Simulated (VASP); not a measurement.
Input of a VASP 6.6.1 run:

File INCAR:

```
ALGO = Normal
EDIFF = 1E-7
EDIFFG = -0.002
ENCUT = 500
GGA_COMPAT = False
IBRION = 2
ISIF = 3
ISMEAR = 0
LASPH = True
LCHARG = False
LREAL = False
LWAVE = False
NELM = 120
NELMIN = 4
NSW = 100
PREC = Accurate
SIGMA = 0.1
```

Contents of KPOINTS:

```
k-points
0
Gamma
  14 14 14
```

Contents of POSCAR:

```
AlRh
1.0
    2.9600000000      0.0000000000      0.0000000000
    0.0000000000      2.9600000000      0.0000000000
    0.0000000000      0.0000000000      2.9600000000
Rh Al
1 1
Direct
    0.0000000000      0.0000000000      0.0000000000
    0.5000000000      0.5000000000      0.5000000000
```

Potentials or basis: VASP PAW LDA potentials, release 64 (Rh_pv, Al).

Run with:

```sh
$ cat potpaw_LDA.64/Rh_pv/POTCAR potpaw_LDA.64/Al/POTCAR > POTCAR
$ mpirun -np 1 vasp_std > vasp.out
```

Question: Predict the relaxed volume.

Answer: 12.85 Å³/atom.

Question: What does it give for the band gap on the k mesh?

Answer: Zero (band 9 reaches 13.89 eV, above the bottom of band 10 at 11.31 eV).

The path:
```tsv
step	energy change (eV)	largest force (eV/Å)	pressure (GPa)	volume (Å³)
1	0.0000	0.0000	-1.94	25.93
2	0.0022	0.0000	3.27	25.35
3	-0.0014	0.0000	-0.01	25.71
```
